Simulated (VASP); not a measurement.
Input of a VASP 6.6.1 run:

File INCAR:

```
PREC = Accurate
ENCUT = 520
EDIFF = 1E-6
ISMEAR = 0
SIGMA = 0.05
LREAL = F
LASPH = T
NELM = 80
ALGO = Normal
ISIF = 2
LWAVE = F
LCHARG = T
GGA = PS
LELF = T
LVHAR = T
NBANDS = 16
```

The input KPOINTS:

```
regular mesh
0
Gamma
  8 8 6
```

POSCAR

```
MgO
1.0
    0.0000000000     -2.1071057205     -2.1071057205
    0.0000000000      2.1071057205     -2.1071057205
    4.2142114411      0.0000000000      0.0000000000
Mg O
2 2
Direct
    0.4466092285      0.5533907715      0.5000000000
    0.0533907715     -0.0533907715      0.0000000000
    0.5299202588      0.4700797412      0.0000000000
   -0.0299202588      0.0299202588      0.5000000000
```

Potentials or basis: VASP PAW PBE potentials, release 64 (Mg, O).

Launch:

```bash
$ cat potpaw_PBE.64/Mg/POTCAR potpaw_PBE.64/O/POTCAR > POTCAR
$ mpirun -np 1 vasp_std > vasp.out
```

Q: Predict the band gap on the k mesh.

A: 4.38 eV, direct.

Q: Estimate the largest force.

A: 1.727 eV/Å.

Forces in eV/Å, atoms in the order of the input:
```
Mg   0.000 -1.727  0.000
Mg   0.000  1.727  0.000
O    0.000  0.566  0.000
O    0.000 -0.566  0.000
```

Caveat: the cell differs from its parent crystal (mode 4 (284.4 1/cm) frozen in, largest displacement +0.225 Å); the PAW data sets were made with another functional, which shifts forces and pressure a little.
